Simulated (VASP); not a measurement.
# CsI (Pm-3m) in VASP: notebook, part 2 of 3

VASP 6.6.1. The steps go on from the part before.

## (3) Electric field gradients, PBE+D3(BJ)

The input, INCAR:

```
SYSTEM = CsI
ALGO     = Normal         ! electronic algorithm
EDIFF    = 1E-8           ! SCF threshold, eV
ENCUT    = 400            ! plane-wave cutoff, eV
GGA      = PE             ! functional
GGA_COMPAT= .FALSE.      
ISIF     = 2              ! what is computed and relaxed
ISMEAR   = -5             ! smearing method
IVDW     = 12             ! dispersion correction
LASPH    = .TRUE.         ! aspherical terms in the spheres
LCHARG   = .FALSE.        ! write CHGCAR
LEFG     = .TRUE.       
LREAL    = .FALSE.        ! projectors in reciprocal space
LWAVE    = .FALSE.        ! write WAVECAR
NBANDS   = 15             ! bands
NELM     = 120            ! most SCF steps
PREC     = Accurate       ! precision mode
SIGMA    = 0.1            ! smearing width, eV
```

The input, KPOINTS:

```
k-points
0
G
  7 7 7
  0 0 0
```

The input, POSCAR:

```
CsI
1.0
    4.5667000000      0.0000000000      0.0000000000
    0.0000000000      4.5667000000      0.0000000000
    0.0000000000      0.0000000000      4.5667000000
Cs I
1 1
Direct
    0.0000000000      0.0000000000      0.0000000000
    0.5000000000      0.5000000000      0.5000000000
```

Potentials or basis: VASP PAW PBE potentials, release 64 (Cs_sv, I).

Run with:

```console
> cat potpaw_PBE.64/Cs_sv/POTCAR potpaw_PBE.64/I/POTCAR > POTCAR
> mpirun -np 1 vasp_std > vasp.out
```

OUTCAR:

```text
SYSTEM = CsI
   EDIFF = 1E-8
   ENCUT = 400
   GGA = PE
   ISIF = 2
   ISMEAR = -5
   IVDW = 12
   LASPH = .TRUE.
   LREAL = .FALSE.
   NELM = 120
   PREC = Accurate
 IVDW          = 12

 ion  position               nearest neighbor table
   1  0.000  0.000  0.000-
   2  0.500  0.500  0.500-

  LATTYP: Found a simple cubic cell.
 ALAT       =     4.5667000000

  Lattice vectors:

 A1 = (   4.5667000000,   0.0000000000,   0.0000000000)
 A2 = (   0.0000000000,   4.5667000000,   0.0000000000)
 A3 = (   0.0000000000,   0.0000000000,   4.5667000000)

Analysis of symmetry for initial positions (statically):
=====================================================================
 Subroutine PRICEL returns:
 Original cell was already a primitive cell.

 Routine SETGRP: Setting up the symmetry group for a
 simple cubic supercell.

 Subroutine GETGRP returns: Found 48 space group operations
 (whereof 48 operations were pure point group operations)
 out of a pool of 48 trial point group operations.

The static configuration has the point symmetry O_h .

Analysis of symmetry for dynamics (positions and initial velocities):
=====================================================================
 Subroutine PRICEL returns:
 Original cell was already a primitive cell.

 Routine SETGRP: Setting up the symmetry group for a
 simple cubic supercell.

 Subroutine GETGRP returns: Found 48 space group operations
 (whereof 48 operations were pure point group operations)
 out of a pool of 48 trial point group operations.

The dynamic configuration has the point symmetry O_h .

 Subroutine INISYM returns: Found 48 space group operations
 (whereof 48 operations are pure point group operations),
 and found     1 'primitive' translations

----------------------------------------------------------------------------------------

                                     Primitive cell

  volume of cell :      95.2374

  direct lattice vectors                    reciprocal lattice vectors
     4.566700000  0.000000000  0.000000000     0.218976504  0.000000000  0.000000000
     0.000000000  4.566700000  0.000000000     0.000000000  0.218976504  0.000000000
     0.000000000  0.000000000  4.566700000     0.000000000  0.000000000  0.218976504

  length of vectors
     4.566700000  4.566700000  4.566700000     0.218976504  0.218976504  0.218976504

  position of ions in fractional coordinates (direct lattice)
     0.000000000  0.000000000  0.000000000
     0.500000000  0.500000000  0.500000000

  ion indices of the primitive-cell ions
   primitive index   ion index
                 1           1
                 2           2

----------------------------------------------------------------------------------------

 KPOINTS: k-points

Automatic generation of k-mesh.
 Grid dimensions read from file:
 generate k-points for:    7    7    7
[... 77 lines left out ...]
   EFERMI_NEDOS =   21; number of points for ismear=-14 and -15
   IALGO  =     38    algorithm
   IMIX   =      4    mixing-type and parameters
     AMIX     =   0.40;   BMIX     =  1.00
     AMIX_MAG =   1.60;   BMIX_MAG =  1.00
  volume/ion in A,a.u.               =      47.62       321.35
  Fermi-wavevector in a.u.,A,eV,Ry     =   0.903328  1.707043 11.102385  0.816002
  Thomas-Fermi vector in A             =   2.026641
   LORBIT       =      0    0 simple, 1 ext, 2 COOP (PROOUT), +10 PAW based schemes
   GGA     = PE    functional components
   LHFCALC =     F    Hartree Fock is set to
   AEXX    =    0.0000 exact exchange contribution
   IVDW    =    12    specifies the selected vdW correction
   LEPSILON=     F    determine dielectric tensor
   LRPA    =     F    only Hartree local field effects (RPA)
 non-spin polarized calculation
 Fermi weights with tetrahedron method with Bloechl corrections
  energy-cutoff  :      400.00
  volume of cell :       95.24
 maximum number of plane-waves:      1759
 NGX is ok and might be reduce to    30
   NGX = 15   NGY = 15   NGZ = 15

 number of electron      16.0000007 magnetization

 Free energy of the ion-electron system (eV)
  ---------------------------------------------------
  ext. energy  EPLUGINS =         0.00000000
  ---------------------------------------------------
  free energy    TOTEN  =        -5.42725654 eV

  energy without entropy =       -5.42725654  energy(sigma->0) =       -5.42725654

 E-fermi :   0.8327     XC(G=0):  -7.7685

 val. band max:        0.7881930633   @ k =   0.4286   0.4286   0.0000
 cond. band min:       4.6894512696   @ k =   0.0000   0.0000   0.0000
 fundamental gap:      3.9012582063
 Fermi energy:         0.8327105959

 k-point     1 :       0.0000    0.0000    0.0000
  band No.  band energies     occupation
      1     -19.5757      2.00000
      2      -9.8443      2.00000
      3      -6.2775      2.00000
      4      -6.2775      2.00000
      5      -6.2775      2.00000
      6       0.7245      2.00000
      7       0.7245      2.00000
      8       0.7245      2.00000
      9       4.6895      0.00000
     10       4.9942      0.00000
     11       4.9942      0.00000
     12       8.5744      0.00000
     13       8.5744      0.00000
     14       8.5744      0.00000
[... 329 lines left out ...]
      2      -9.5865      2.00000
      3      -6.5283      2.00000
      4      -6.5196      2.00000
      5      -6.5196      2.00000
      6      -0.4320      2.00000
      7      -0.4320      2.00000
      8      -0.3550      2.00000
      9       7.2677      0.00000
     10       7.7124      0.00000
     11       7.7124      0.00000
     12       8.7283      0.00000
     13       8.7445      0.00000
     14       8.7445      0.00000
     15      10.7418      0.00000

------------------------ aborting loop because EDIFF is reached ----------------------------------------

 Edisp (eV)   -0.48018

 E8    (eV) :    -0.2500

  FORCE on cell =-STRESS in cart. coord.  units (eV):
  Direction    XX          YY          ZZ          XY          YZ          ZX
  --------------------------------------------------------------------------------------
  -------------------------------------------------------------------------------------
  Total      -0.01040    -0.01040    -0.01040     0.00000     0.00000    -0.00000
  in kB      -0.17491    -0.17491    -0.17491     0.00000     0.00000    -0.00000
  external pressure =       -0.17 kB  Pullay stress =        0.00 kB

 VOLUME and BASIS-vectors are now :
 -----------------------------------------------------------------------------
  energy-cutoff  :      400.00
  volume of cell :       95.24
      direct lattice vectors                 reciprocal lattice vectors
     4.566700000  0.000000000  0.000000000     0.218976504  0.000000000  0.000000000
     0.000000000  4.566700000  0.000000000     0.000000000  0.218976504  0.000000000
     0.000000000  0.000000000  4.566700000     0.000000000  0.000000000  0.218976504

 POSITION                                       TOTAL-FORCE (eV/Angst)
 -----------------------------------------------------------------------------------
      0.00000      0.00000      0.00000         0.000000      0.000000      0.000000
      2.28335      2.28335      2.28335         0.000000      0.000000      0.000000
 -----------------------------------------------------------------------------------
    total drift:                                0.000000     -0.000000     -0.000000

  FREE ENERGIE OF THE ION-ELECTRON SYSTEM (eV)
  ---------------------------------------------------
  free  energy   TOTEN  =        -5.9074397029 eV

  energy  without entropy=       -5.9074397029  energy(sigma->0) =       -5.90743970

 Electric field gradients (V/A^2)
---------------------------------------------------------------------
 ion       V_xx      V_yy      V_zz      V_xy      V_xz      V_yz
---------------------------------------------------------------------
   1       0.000     0.000     0.000     0.000    -0.000    -0.000
   2       0.000     0.000    -0.000    -0.000    -0.000     0.000
---------------------------------------------------------------------

 Electric field gradients after diagonalization (V/A^2)
 (convention: |V_zz| > |V_xx| > |V_yy|)
----------------------------------------------------------------------
 ion       V_xx      V_yy      V_zz     asymmetry (V_yy - V_xx)/ V_zz
----------------------------------------------------------------------
   1       0.000     0.000     0.000      -0.890
   2       0.000     0.000    -0.000       0.082
----------------------------------------------------------------------

           NMR quadrupolar parameters

 Cq : quadrupolar parameter    Cq=e*Q*V_zz/h
 eta: asymmetry parameters     (V_yy - V_xx)/ V_zz
 Q  : nuclear electric quadrupole moment in mb (millibarn)
----------------------------------------------------------------------
 ion       Cq(MHz)       eta       Q (mb)
----------------------------------------------------------------------
   1       0.000      -0.890       1.000
   2      -0.000       0.082       1.000
----------------------------------------------------------------------
```

Wall time 11 s (1 thread of AMD EPYC 9R45 (Zen 5), shared host); peak memory 0.15 GiB.

What came out:

```yaml
Free_energy: -5.9074 eV
Pressure: 0.0 GPa
Band_gap_on_the_k_mesh: 3.90 eV (least direct gap 3.96 eV)
Largest_electric_field_gradient_by_atom: zero within the noise of the run
Dispersion_energy_per_atom: -0.240 eV
```

Caveat: spin-orbit coupling is left out, which moves the levels of the heavy elements; an odd mesh through Γ misses points on the zone boundary, where band edges can lie.

[end of part 2 of 3]
